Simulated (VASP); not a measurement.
Wanted: the native input for a VASP 6.6.1 run.

* Task: single point
* Functional: LDA
* Potentials or basis: VASP PAW LDA potentials, release 64 (H)
* Cutoff: 500 eV
* k mesh: 6 × 6 × 4
* Occupations: gaussian, width 0.1 eV
* Spin: no spin polarisation
* Dipole correction: no
* Further INCAR settings: ALGO = Normal; EDIFF = 1e-06; NBANDS = 10

The structure of H lies in POSCAR:

```
H
1.0
    2.6234813799     -2.5669048168      0.0000000000
    2.6234813799      2.5669048168      0.0000000000
    0.0000000000      0.0000000000      4.1418180000
H
4
Direct
    0.9532956300      0.0467043700      0.0685088900
    0.4532956300      0.5467043700      0.4314911100
    0.5467043700      0.4532956300      0.5685088900
    0.0467043700      0.9532956300      0.9314911100
```

The input as run:

INCAR

```
SYSTEM = H
  PREC = Accurate
  ENCUT = 500
  EDIFF = 1E-6
  ISMEAR = 0
  SIGMA = 0.1
  LREAL = .FALSE.
  LASPH = .TRUE.
  NELM = 120
  ALGO = Normal
  ISIF = 2
  LWAVE = .FALSE.
  LCHARG = .FALSE.
  NBANDS = 10
  GGA_COMPAT = .FALSE.
```

KPOINTS

```
regular mesh
0
G
  6 6 4
  0 0 0
```

Potentials or basis: VASP PAW LDA potentials, release 64 (H).

Launch:

```bash
$ cat potpaw_LDA.64/H/POTCAR > POTCAR
$ mpirun -np 1 vasp_std > vasp.out
```

It gave:

```json
{
  "Pressure": "0.5 GPa",
  "Largest force": "0.926 eV/Å",
  "Band gap on the k mesh": "8.69 eV, indirect (least direct gap 9.35 eV)"
}
```

It took 19 s on 1 thread of Intel Xeon 8259CL (shared host), peak memory 0.14 GiB.
